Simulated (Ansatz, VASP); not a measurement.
## Sr in VASP and in Ansatz

```
Sr
1.0
     0.00000    2.65774    3.98661
     2.65774    0.00000    3.98661
     2.65774    2.65774    0.00000
Sr
1
Cartesian
  0.0000 0.0000 0.0000
```

Alike in both runs: task single point; functional PBEsol; k mesh 10 × 10 × 10; occupations gaussian, width 0.03 eV; no spin polarisation.

|  | VASP | Ansatz |
| --- | --- | --- |
| version | VASP 6.6.1 | Ansatz 0.2.0 |
| potentials or method | VASP PAW PBE potentials, release 64 (Sr_sv), cutoff 520 eV | scalar-relativistic, plane waves, PAW |
| valence electrons in the cell | 10 | 10 |

```csv
,VASP,Ansatz,Ansatz less VASP
gap on the k mesh at the Fermi level (eV),none,none,-
pressure (GPa),-0.5,-0.6,-0.01
"traceless stress, the component that is largest in VASP (GPa)",-3.76,-3.75,+0.007
```

VASP's potentials were made for PBE, not for PBEsol. A gap of «none» marks a metal or a gap that the smearing closes.
